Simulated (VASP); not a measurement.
GaSe4:

```
Ga Se
1.0
    -3.23123    3.23123    3.23123
     3.23123   -3.23123    3.23123
     3.23123    3.23123   -3.23123
Ga Se
1 4
Direct
  0.00000 0.00000 0.00000
  0.50000 0.50000 0.50000
  0.00000 0.00000 0.50000
  0.00000 0.50000 0.00000
  0.50000 0.00000 0.00000
```

```yaml
Program: VASP 6.6.1
Task: relaxation of cell and atoms
Functional: PBE
Potentials_or_basis: VASP PAW PBE potentials, release 64 (Ga_d, Se)
Cutoff: 600 eV
k_mesh: 4 × 4 × 4
Occupations: gaussian, width 0.1 eV
Spin: no spin polarisation
```

At the start: pressure -5.1 GPa; volume 26.99 Å³/atom.

**Question.** How do energy, volume and symmetry change on relaxing?

**Answer.** Over 3 steps the energy falls by 53.5 meV/atom and the volume is 23.98 Å³/atom (-11.2 %); space group Im-3m (No. 229, to 0.05 Å).

Step by step:
```csv
step,energy change (eV),largest force (eV/Å),pressure (GPa),volume (Å³)
1,0.0000,0.0000,-5.08,134.95
2,-0.2661,0.0000,0.49,118.92
3,-0.2677,0.0000,0.07,119.90
```

Final structure:
```yaml
crystal:
  lattice:
    - [-3.10636, 3.10636, 3.10636]
    - [3.10636, -3.10636, 3.10636]
    - [3.10636, 3.10636, -3.10636]
  atoms:
    - { symbol: Ga, position: [0.00000, 0.00000, 0.00000] }
    - { symbol: Se, position: [0.50000, 0.50000, 0.50000] }
    - { symbol: Se, position: [0.00000, 0.00000, 0.50000] }
    - { symbol: Se, position: [0.00000, 0.50000, 0.00000] }
    - { symbol: Se, position: [0.50000, 0.00000, 0.00000] }
```
